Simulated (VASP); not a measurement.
# Mo (Im-3m) in VASP: further runs

The runs below take Mo through single point, with revPBE+D3(BJ).

Everything below comes from runs of VASP 6.6.1. Logs are shortened: lines on timing, memory, paths and dates and some standing lists are left out, and cuts for length are marked.

## Step 1: The cell of the first run

It takes space group Im-3m (No. 229, cubic). The conventional cell has a = 3.125 Å, b = 3.125 Å, c = 3.125 Å, α = 90.00°, β = 90.00°, γ = 90.00°. Within 3.6 Å of Mo (site symmetry m-3m) lie 14 Mo at 2.71 to 3.12 Å.

## Step 2: Single point, revPBE+D3(BJ), collinear spin, ferromagnetic start (volume scaled by 0.96)

The input, INCAR:

```
  PREC = Accurate
  ENCUT = 520
  EDIFF = 1E-7
  ISMEAR = -1
  SIGMA = 0.025
  LREAL = False
  LASPH = True
  NELM = 150
  ALGO = Normal
  ISIF = 2
  LWAVE = False
  LCHARG = False
  ISPIN = 2
  MAGMOM = 1.14
  LORBIT = 11
  LMAXMIX = 4
  GGA = RE
  IVDW = 12
  NBANDS = 17
```

The input, KPOINTS:

```
regular mesh
0
Gamma
  12 12 12
```

The input, POSCAR:

```
Mo
1.0
   -1.5624035240      1.5624035240      1.5624035240
    1.5624035240     -1.5624035240      1.5624035240
    1.5624035240      1.5624035240     -1.5624035240
Mo
1
Direct
    0.0000000000      0.0000000000      0.0000000000
```

Potentials or basis: VASP PAW PBE potentials, release 64 (Mo_sv).

The run is started by

```console
$ cat potpaw_PBE.64/Mo_sv/POTCAR > POTCAR
$ mpirun -np 1 vasp_std > vasp.out
```

OUTCAR:

```text
PREC = Accurate
   ENCUT = 520
   EDIFF = 1E-7
   ISMEAR = -1
   LREAL = False
   LASPH = True
   NELM = 150
   ISIF = 2
   ISPIN = 2
   LORBIT = 11
   GGA = RE
   IVDW = 12
 IVDW          = 12

 ion  position               nearest neighbor table
   1  0.000  0.000  0.000-

  LATTYP: Found a body centered cubic cell.
 ALAT       =     3.1248070480

  Lattice vectors:

 A1 = (  -1.5624035240,   1.5624035240,   1.5624035240)
 A2 = (   1.5624035240,  -1.5624035240,   1.5624035240)
 A3 = (   1.5624035240,   1.5624035240,  -1.5624035240)

Analysis of symmetry for initial positions (statically):
=====================================================================
 Subroutine PRICEL returns:
 Original cell was already a primitive cell.

 Routine SETGRP: Setting up the symmetry group for a
 body centered cubic supercell.

 Subroutine GETGRP returns: Found 48 space group operations
 (whereof 48 operations were pure point group operations)
 out of a pool of 48 trial point group operations.

The static configuration has the point symmetry O_h .

Analysis of symmetry for dynamics (positions and initial velocities):
=====================================================================
 Subroutine PRICEL returns:
 Original cell was already a primitive cell.

 Routine SETGRP: Setting up the symmetry group for a
 body centered cubic supercell.

 Subroutine GETGRP returns: Found 48 space group operations
 (whereof 48 operations were pure point group operations)
 out of a pool of 48 trial point group operations.

The dynamic configuration has the point symmetry O_h .

Analysis of structural, dynamic, and magnetic symmetry:
=====================================================================
 Subroutine PRICEL returns:
 Original cell was already a primitive cell.

 Routine SETGRP: Setting up the symmetry group for a
 body centered cubic supercell.

 Subroutine GETGRP returns: Found 48 space group operations
 (whereof 48 operations were pure point group operations)
 out of a pool of 48 trial point group operations.

The overall configuration has the point symmetry O_h .

 Subroutine INISYM returns: Found 48 space group operations
 (whereof 48 operations are pure point group operations),
 and found     1 'primitive' translations

----------------------------------------------------------------------------------------

                                     Primitive cell

  volume of cell :      15.2560

  direct lattice vectors                    reciprocal lattice vectors
    -1.562403524  1.562403524  1.562403524     0.000000000  0.320019760  0.320019760
     1.562403524 -1.562403524  1.562403524     0.320019760  0.000000000  0.320019760
     1.562403524  1.562403524 -1.562403524     0.320019760  0.320019760  0.000000000

  length of vectors
     2.706162285  2.706162285  2.706162285     0.452576284  0.452576284  0.452576284

  position of ions in fractional coordinates (direct lattice)
     0.000000000  0.000000000  0.000000000

  ion indices of the primitive-cell ions
   primitive index   ion index
                 1           1

----------------------------------------------------------------------------------------

 KPOINTS: regular mesh

Automatic generation of k-mesh.
 Grid dimensions read from file:
 generate k-points for:   12   12   12

 Generating k-lattice:

  Cartesian coordinates                     Fractional coordinates (reciprocal lattice)
     0.000000000  0.026668313  0.026668313     0.083333333  0.000000000  0.000000000
     0.026668313  0.000000000  0.026668313     0.000000000  0.083333333  0.000000000
     0.026668313  0.026668313  0.000000000     0.000000000  0.000000000  0.083333333

  Length of vectors
     0.037714690  0.037714690  0.037714690

  Shift w.r.t. Gamma in fractional coordinates (k-lattice)
     0.000000000  0.000000000  0.000000000

 Subroutine IBZKPT returns following result:
 ===========================================

 Found     72 irreducible k-points:

 Following reciprocal coordinates:
            Coordinates               Weight
  0.000000  0.000000  0.000000      1.000000
  0.083333  0.000000  0.000000     12.000000
  0.166667  0.000000  0.000000     12.000000
  0.250000  0.000000  0.000000     12.000000
  0.333333  0.000000  0.000000     12.000000
  0.416667  0.000000  0.000000     12.000000
[... 16 lines left out ...]
  0.333333  0.083333  0.083333     24.000000
  0.416667  0.083333  0.083333     12.000000
 [... further k-points ...]
   k-points           NKPTS =     72   k-points in BZ     NKDIM =     72   number of bands    NBANDS=     17
   number of dos      NEDOS =    301   number of ions     NIONS =      1
   total plane-waves  NPLWV =   8000
   dimension x,y,z NGX =    20 NGY =   20 NGZ =   20
   dimension x,y,z NGXF=    40 NGYF=   40 NGZF=   40
   ions per type =               1
   NGX,Y,Z   is equivalent  to a cutoff of  12.29, 12.29, 12.29 a.u.
   NGXF,Y,Z  is equivalent  to a cutoff of  24.57, 24.57, 24.57 a.u.
 SYSTEM =  unknown system
   PREC   = accura    normal or accurate (medium, high low for compatibility)
   ISTART =      0    job   : 0-new  1-cont  2-samecut
   ICHARG =      2    charge: 1-file 2-atom 10-const
   ISPIN  =      2    spin polarized calculation?
   LNONCOLLINEAR =      F non collinear calculations
   LSORBIT =      F    spin-orbit coupling
   LASPH  =      T    aspherical Exc in radial PAW
   ENCUT  =  520.0 eV  38.22 Ry    6.18 a.u.   5.03  5.03  5.03*2*pi/ulx,y,z
   NELM   =    150;   NELMIN=  2; NELMDL= -5     # of ELM steps
   EDIFF  = 0.1E-06   stopping-criterion for ELM
   LREAL  =      F    real-space projection
   EDIFFG = 0.1E-05   stopping-criterion for IOM
   NSW    =      0    number of steps for IOM
   IBRION =     -1    ionic relax: 0-MD 1-quasi-New 2-CG
   NFREE  =      0    steps in history (QN), initial steepest desc. (CG)
   ISIF   =      2    stress and relaxation
   ISYM   =      2    0-nonsym 1-usesym 2-fastsym
   POTIM  = 0.5000    time-step for ionic-motion
   TEBEG  =    0.0;   TEEND  =   0.0 temperature during run
   PSTRESS=    0.0 pullay stress
   NELECT =      14.0000    total number of electrons
   NUPDOWN=      -1.0000    fix difference up-down
   EMIN   =  10.00;   EMAX   =-10.00  energy-range for DOS
   EFERMI =   0.00;   METHOD = LEGACY
   ISMEAR =    -1;   SIGMA  =   0.03  broadening in eV -4-tet -1-fermi 0-gaus
   EFERMI_NEDOS =   21; number of points for ismear=-14 and -15
   IALGO  =     38    algorithm
   IMIX   =      4    mixing-type and parameters
     AMIX     =   0.40;   BMIX     =  1.00
     AMIX_MAG =   1.60;   BMIX_MAG =  1.00
  volume/ion in A,a.u.               =      15.26       102.95
  Fermi-wavevector in a.u.,A,eV,Ry     =   1.590881  3.006329 34.435008  2.530902
  Thomas-Fermi vector in A             =   2.689507
   LORBIT       =     11    0 simple, 1 ext, 2 COOP (PROOUT), +10 PAW based schemes
   GGA     = RE    functional components
   LHFCALC =     F    Hartree Fock is set to
   AEXX    =    0.0000 exact exchange contribution
   IVDW    =    12    specifies the selected vdW correction
   LEPSILON=     F    determine dielectric tensor
   LRPA    =     F    only Hartree local field effects (RPA)
 spin polarized calculation
  energy-cutoff  :      520.00
  volume of cell :       15.26
 maximum number of plane-waves:       420
   NGX =  9   NGY =  9   NGZ =  9

 number of electron      13.9999997 magnetization       0.0000017

 number of electron      13.9999997 magnetization      -0.0000070

 Free energy of the ion-electron system (eV)
  ---------------------------------------------------
  ext. energy  EPLUGINS =         0.00000000
  ---------------------------------------------------
  free energy    TOTEN  =       -10.47131893 eV

  energy without entropy =      -10.47071249  energy(sigma->0) =      -10.47101571

 E-fermi :  12.9958     XC(G=0): -13.4820

 val. band max:       12.9133094125   @ k =  -0.1667   0.2500   0.0833
 cond. band min:      13.0209140981   @ k =   0.5000   0.5000   0.0833
 fundamental gap:      0.1076046856
 Fermi energy:        12.9957642200

 spin component 1

 k-point     1 :       0.0000    0.0000    0.0000
  band No.  band energies     occupation
      1     -48.2564      1.00000
      2     -21.4647      1.00000
      3     -21.4647      1.00000
      4     -21.4647      1.00000
      5       5.7382      1.00000
      6      11.6283      1.00000
[... 9 lines left out ...]
     16      43.5358      0.00000
     17      43.5358      0.00000

 k-point     2 :       0.0833    0.0000    0.0000
  band No.  band energies     occupation
      1     -48.2374      1.00000
      2     -21.5731      1.00000
      3     -21.4980      1.00000
      4     -21.4655      1.00000
      5       6.0505      1.00000
      6      11.4511      1.00000
[... 9 lines left out ...]
     16      43.1482      0.00000
     17      43.4411      0.00000

 k-point     3 :       0.1667    0.0000    0.0000
  band No.  band energies     occupation
      1     -48.1849      1.00000
      2     -21.8632      1.00000
      3     -21.5880      1.00000
      4     -21.4679      1.00000
      5       6.8685      1.00000
      6      11.0019      1.00000
[... 9 lines left out ...]
     16      41.2281      0.00000
     17      43.2094      0.00000

 k-point     4 :       0.2500    0.0000    0.0000
  band No.  band energies     occupation
      1     -48.1124      1.00000
      2     -22.2464      1.00000
      3     -21.7088      1.00000
      4     -21.4713      1.00000
      5       7.7219      1.00000
      6      10.4543      1.00000
[... 9 lines left out ...]
     16      37.8821      0.00000
     17      41.0505      0.00000
[... 343 lines left out ...]
      1     -48.0248      1.00000
      2     -22.6249      1.00000
      3     -21.8422      1.00000
      4     -21.5676      1.00000
      5       8.5444      1.00000
      6       9.8743      1.00000
[... 9 lines left out ...]
     16      40.5005      0.00000
     17      41.1238      0.00000

 k-point    23 :       0.3333    0.0833    0.0833
  band No.  band energies     occupation
      1     -47.9765      1.00000
      2     -22.8100      1.00000
      3     -21.9692      1.00000
      4     -21.5765      1.00000
      5       8.2955      1.00000
      6       9.6105      1.00000
[... 9 lines left out ...]
     16      40.5873      0.00000
     17      42.3717      0.00000

 k-point    24 :       0.4167    0.0833    0.0833
  band No.  band energies     occupation
      1     -47.9587      1.00000
      2     -22.8756      1.00000
      3     -22.0168      1.00000
      4     -21.5798      1.00000
      5       8.1696      1.00000
      6       9.5209      1.00000
[... 9 lines left out ...]
     16      40.6293      0.00000
     17      41.8181      0.00000

 [... further k-points ...]

 spin component 2

 k-point     1 :       0.0000    0.0000    0.0000
  band No.  band energies     occupation
      1     -48.2564      1.00000
      2     -21.4647      1.00000
      3     -21.4647      1.00000
      4     -21.4647      1.00000
      5       5.7382      1.00000
      6      11.6283      1.00000
[... 9 lines left out ...]
     16      43.5358      0.00000
     17      43.5358      0.00000

 k-point     2 :       0.0833    0.0000    0.0000
  band No.  band energies     occupation
      1     -48.2374      1.00000
      2     -21.5731      1.00000
      3     -21.4980      1.00000
      4     -21.4655      1.00000
      5       6.0504      1.00000
      6      11.4511      1.00000
[... 9 lines left out ...]
     16      43.1482      0.00000
     17      43.4411      0.00000

 k-point     3 :       0.1667    0.0000    0.0000
  band No.  band energies     occupation
      1     -48.1849      1.00000
      2     -21.8632      1.00000
      3     -21.5879      1.00000
      4     -21.4679      1.00000
      5       6.8685      1.00000
      6      11.0019      1.00000
[... 9 lines left out ...]
     16      41.2281      0.00000
     17      43.2094      0.00000

 k-point     4 :       0.2500    0.0000    0.0000
  band No.  band energies     occupation
      1     -48.1124      1.00000
      2     -22.2464      1.00000
      3     -21.7088      1.00000
      4     -21.4713      1.00000
      5       7.7219      1.00000
      6      10.4543      1.00000
[... 9 lines left out ...]
     16      37.8821      0.00000
     17      41.0505      0.00000
[... 343 lines left out ...]
      1     -48.0248      1.00000
      2     -22.6249      1.00000
      3     -21.8422      1.00000
      4     -21.5676      1.00000
      5       8.5444      1.00000
      6       9.8743      1.00000
[... 9 lines left out ...]
     16      40.5005      0.00000
     17      41.1238      0.00000

 k-point    23 :       0.3333    0.0833    0.0833
  band No.  band energies     occupation
      1     -47.9765      1.00000
      2     -22.8100      1.00000
      3     -21.9692      1.00000
      4     -21.5765      1.00000
      5       8.2955      1.00000
      6       9.6105      1.00000
[... 9 lines left out ...]
     16      40.5873      0.00000
     17      42.3716      0.00000

 k-point    24 :       0.4167    0.0833    0.0833
  band No.  band energies     occupation
      1     -47.9587      1.00000
      2     -22.8756      1.00000
      3     -22.0168      1.00000
      4     -21.5798      1.00000
      5       8.1696      1.00000
      6       9.5209      1.00000
[... 9 lines left out ...]
     16      40.6293      0.00000
     17      41.8180      0.00000

 [... further k-points ...]

------------------------ aborting loop because EDIFF is reached ----------------------------------------

 Edisp (eV)   -1.36729

 E8    (eV) :    -0.9900

  FORCE on cell =-STRESS in cart. coord.  units (eV):
  Direction    XX          YY          ZZ          XY          YZ          ZX
  --------------------------------------------------------------------------------------
  -------------------------------------------------------------------------------------
  Total      -0.24416    -0.24416    -0.24416    -0.00000     0.00000    -0.00000
  in kB     -25.64121   -25.64121   -25.64121    -0.00000     0.00000    -0.00000
  external pressure =      -25.64 kB  Pullay stress =        0.00 kB

 VOLUME and BASIS-vectors are now :
 -----------------------------------------------------------------------------
  energy-cutoff  :      520.00
  volume of cell :       15.26
      direct lattice vectors                 reciprocal lattice vectors
    -1.562403524  1.562403524  1.562403524     0.000000000  0.320019760  0.320019760
     1.562403524 -1.562403524  1.562403524     0.320019760  0.000000000  0.320019760
     1.562403524  1.562403524 -1.562403524     0.320019760  0.320019760  0.000000000

 POSITION                                       TOTAL-FORCE (eV/Angst)
 -----------------------------------------------------------------------------------
      0.00000      0.00000      0.00000         0.000000     -0.000000      0.000000
 -----------------------------------------------------------------------------------
    total drift:                                0.000000     -0.000000      0.000000

  FREE ENERGIE OF THE ION-ELECTRON SYSTEM (eV)
  ---------------------------------------------------
  free  energy   TOTEN  =       -11.8386087268 eV

  energy  without entropy=      -11.8380022836  energy(sigma->0) =      -11.83830551

 total charge

# of ion       s       p       d       tot
------------------------------------------
    1        2.390   6.215   3.950  12.555

 magnetization (x)

# of ion       s       p       d       tot
------------------------------------------
    1        0.000   0.000   0.000   0.000
```

Wall time 71 s (1 thread of Intel Xeon 6975P-C, shared host); peak memory 0.16 GiB.

Results:

```yaml
Free_energy: -11.8386 eV
Pressure: -2.6 GPa
Band_gap_on_the_k_mesh: zero (filled and empty bands overlap)
Net_moment: 0.00 μB per cell
Valence_electrons_inside_the_program's_atomic_spheres: Mo 12.55
Dispersion_energy_per_atom: -1.367 eV
```

Levels at points of the mesh, in eV from the Fermi level:
Spin up:
```csv
k point,band 3,band 4,band 5,band 6,band 7,band 8,band 9,band 10,band 11,band 12
"(0.00, 0.00, 0.00)",-34.46,-34.46,-7.26,-1.37,-1.37,-1.37,1.75,1.75,14.91,14.91
"(0.50, 0.00, 0.00)",-34.94,-34.47,-5.42,-3.47,1.76,1.79,2.45,4.95,12.05,12.08
"(0.50, 0.50, 0.50)",-35.50,-35.50,-5.58,-5.58,4.16,4.16,4.16,9.31,9.31,9.31
```
Spin down:
| k point | band 3 | band 4 | band 5 | band 6 | band 7 | band 8 | band 9 | band 10 | band 11 | band 12 |
| --- | --- | --- | --- | --- | --- | --- | --- | --- | --- | --- |
| (0.00, 0.00, 0.00) | -34.46 | -34.46 | -7.26 | -1.37 | -1.37 | -1.37 | 1.75 | 1.75 | 14.91 | 14.91 |
| (0.50, 0.00, 0.00) | -34.94 | -34.47 | -5.42 | -3.47 | 1.76 | 1.79 | 2.45 | 4.95 | 12.05 | 12.08 |
| (0.50, 0.50, 0.50) | -35.50 | -35.50 | -5.58 | -5.58 | 4.16 | 4.16 | 4.16 | 9.31 | 9.31 | 9.31 |

Caveat: three body term missing; the PAW data sets were made with another functional, which shifts forces and pressure a little; pairwise dispersion overbinds metals, which lowers pressure and volume.

[end of part 1 of 2]
